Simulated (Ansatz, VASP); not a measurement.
**Two plane-wave programs on C**

File INCAR:

```
SYSTEM = C
  PREC = Accurate
  ENCUT = 910
  EDIFF = 1E-6
  ISMEAR = 0
  SIGMA = 0.05
  LREAL = .FALSE.
  LASPH = .TRUE.
  NELM = 120
  ALGO = Normal
  ISIF = 2
  LWAVE = .FALSE.
  LCHARG = .FALSE.
  GGA = CA
  NBANDS = 26
  GGA_COMPAT = .FALSE.
```

Contents of KPOINTS:

```
regular mesh
0
G
  12 12 4
  0 0 0
```

File POSCAR:

```
C
1.0
    2.5180184915      0.0000000000      0.0000000000
   -1.2590092457      2.1806679808      0.0000000000
    0.0000000000      0.0000000000      8.3045881819
C
8
Direct
    0.0000000000      0.0000000000      0.0929681641
    0.0000000000      0.0000000000      0.5929681641
    0.0000000000      0.0000000000      0.4070318359
    0.0000000000      0.0000000000      0.9070318359
    0.3333333333      0.6666666667      0.1555285626
    0.6666666667      0.3333333333      0.6555285626
    0.3333333333      0.6666666667      0.3444714374
    0.6666666667      0.3333333333      0.8444714374
```

Input for Ansatz:

```yaml
crystal:
  lattice:
    - [2.5180184915, 0.0, 0.0]
    - [-1.2590092457, 2.1806679808, 0.0]
    - [0.0, 0.0, 8.3045881819]
  atoms:
    - { symbol: C, position: [0.0, 0.0, 0.0929681641] }
    - { symbol: C, position: [0.0, 0.0, 0.5929681641] }
    - { symbol: C, position: [0.0, 0.0, 0.4070318359] }
    - { symbol: C, position: [0.0, 0.0, 0.9070318359] }
    - { symbol: C, position: [0.3333333333, 0.6666666667, 0.1555285626] }
    - { symbol: C, position: [0.6666666667, 0.3333333333, 0.6555285626] }
    - { symbol: C, position: [0.3333333333, 0.6666666667, 0.3444714374] }
    - { symbol: C, position: [0.6666666667, 0.3333333333, 0.8444714374] }
basis:
  ecutrho_ratio: 4
kpoints:
  mp_grid: { grid: [12, 12, 4] }
hamiltonian:
  xc: lda
scf:
  occupations: { method: gaussian, width: 0.05 }
  n_extra_bands: 8
output:
  forces: true
  eigenvalues: true
  stress: true
```

Alike in both runs: task single point; functional LDA; k mesh 12 × 12 × 4; occupations gaussian, width 0.05 eV; no spin polarisation.

```csv
,VASP,Ansatz
version,VASP 6.6.1,Ansatz 0.2.0
potentials or method,"VASP PAW LDA potentials, release 64 (C_h)","scalar-relativistic, plane waves, PAW"
plane-wave cutoff (eV),910,420
valence electrons in the cell,32,32
```

```tsv
	VASP	Ansatz	Ansatz less VASP
gap on the k mesh at the Fermi level (eV)	4.50	4.50	+0.006
rms of the force components (eV/Å)	0.008	0.008	+0.0006
```

LDA's correlation is that of Perdew and Zunger in VASP and of Perdew and Wang (1992) in Ansatz. Atom by atom the forces differ by 0.001 eV/Å (rms over components).

Noted on VASP's run: the cutoff is short for stress, so the pressure is rough.
